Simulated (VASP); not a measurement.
Here is a VASP 6.6.1 calculation.

The input INCAR:

```
SYSTEM = BaTe
ALGO = Normal
EDIFF = 1E-6
ENCUT = 520
GGA = PE
ISIF = 2
ISMEAR = 0
LASPH = .TRUE.
LCHARG = .FALSE.
LREAL = .FALSE.
LWAVE = .FALSE.
NBANDS = 15
NELM = 60
PREC = Accurate
SIGMA = 0.05
```

The input KPOINTS:

```
k-points
0
G
  6 6 6
  0 0 0
```

File POSCAR:

```
BaTe
1.0
    4.0493427000      0.0000000000      0.0000000000
    0.0000000000      4.0493427000      0.0000000000
    0.0000000000      0.0000000000      4.1559043500
Ba Te
1 1
Direct
    0.0000000000      0.0000000000      0.0000000000
    0.5000000000      0.5000000000      0.5000000000
```

Potentials or basis: VASP PAW PBE potentials, release 64 (Ba_sv, Te).

Command:

```bash
$ cat potpaw_PBE.64/Ba_sv/POTCAR potpaw_PBE.64/Te/POTCAR > POTCAR
$ mpirun -np 1 vasp_std > vasp.out
```

Question: Predict the band gap on the k mesh.

Answer: 0.33 eV, indirect (least direct gap 0.70 eV).

Question: Estimate the pressure.

Answer: 5.5 GPa.

Stress tensor (GPa, compression positive):
```
6.16 0.00 0.00
0.00 6.16 0.00
0.00 0.00 4.08
```

Caveat: the cell differs from its parent crystal (strain -0.050 along x and y, -0.025 along z); spin-orbit coupling is left out, which moves the levels of the heavy elements. A k mesh can miss the band edges.
